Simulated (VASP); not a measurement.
HfNbSe4: single point with PBE

Crystal: HfNbSe4.

```
Hf Nb Se
1.0
     2.84941   -5.60921    0.00000
     2.84941    5.60921    0.00000
     0.00000    0.00000    4.74116
Hf Nb Se
1 1 4
Direct
  0.00000 0.00000 0.50000
  0.50000 0.50000 0.00000
  0.19213 0.80787 0.00000
  0.80787 0.19213 0.00000
  0.00000 0.50000 0.50000
  0.50000 0.00000 0.50000
```

The cell was generated, and may not be a known phase.

- Program: VASP 6.6.1
- Task: single point
- Functional: PBE
- Potentials or basis: VASP PAW PBE potentials, release 64 (Hf_pv, Nb_sv, Se)
- Cutoff: 520 eV
- k mesh: 4 × 4 × 4
- Occupations: gaussian, width 0.1 eV
- Spin: collinear spin
- Starting moments: [-0.02, 2.75, -0.06, -0.06, 0.05, 0.05] μB

- Pressure: -6.2 GPa
- Largest force: 1.671 eV/Å
- Net moment: 3.05 μB per cell
- Site moments: Hf -0.01; Nb +2.12; Se -0.05, +0.04 (each value once) μB
- Valence electrons inside the program's atomic spheres: Hf 7.72; Nb 10.51; Se 3.70

Forces on the atoms (eV/Å):
```
Hf   0.000  0.000  0.000
Nb   0.000  0.000  0.000
Se   0.000  1.671  0.000
Se   0.000 -1.671  0.000
Se   0.000  0.000  0.000
Se   0.000  0.000  0.000
```

Stress tensor (GPa, compression positive):
```
 -1.73   0.00   0.00
  0.00 -15.06   0.00
  0.00   0.00  -1.72
```

Levels at points of the mesh, in eV from the Fermi level:
Spin up:
```tsv
k point	band 23	band 24	band 25	band 26	band 27	band 28
(0.00, 0.00, 0.00)	-0.69	-0.60	-0.10	0.09	0.14	0.77
(0.50, 0.00, 0.00)	-0.62	-0.50	-0.33	-0.26	0.27	0.60
(0.50, 0.50, 0.00)	-0.51	-0.31	-0.30	0.46	0.50	0.93
(0.00, 0.00, 0.50)	-0.17	-0.15	-0.05	0.37	0.56	0.79
(0.50, 0.00, 0.50)	-0.20	-0.15	0.06	0.09	0.28	0.29
(0.50, 0.50, 0.50)	-0.64	-0.28	0.14	0.20	0.21	0.84
```
Spin down:
```
           k point  band 19  band 20  band 21  band 22  band 23  band 24  band 25  band 26
(0.00, 0.00, 0.00)    -2.48    -1.75    -1.43    -0.33     0.07     0.13     0.66     0.99
(0.50, 0.00, 0.00)    -2.10    -1.08    -0.94    -0.56     0.20     0.25     0.62     0.70
(0.50, 0.50, 0.00)    -2.75    -2.66    -0.88    -0.03     0.10     0.48     0.84     1.36
(0.00, 0.00, 0.50)    -1.77    -1.38    -1.05     0.61     0.90     0.98     1.11     1.20
(0.50, 0.00, 0.50)    -2.43    -1.20    -0.82    -0.02     0.13     0.30     0.48     0.78
(0.50, 0.50, 0.50)    -1.34    -1.29    -0.19     0.18     0.30     0.58     0.76     1.45
```

Run time: 7.1 min on 1 thread of Intel(R) Xeon(R) Platinum 8488C (Sapphire Rapids) (shared host), peak memory 0.45 GiB.

Caveat: the stress differs along the axes, from -15 to -2 GPa; spin-orbit coupling is left out, which moves the levels of the heavy elements; forces of over 1 eV/Å act on the atoms, so gaps and moduli don't describe the material at rest.
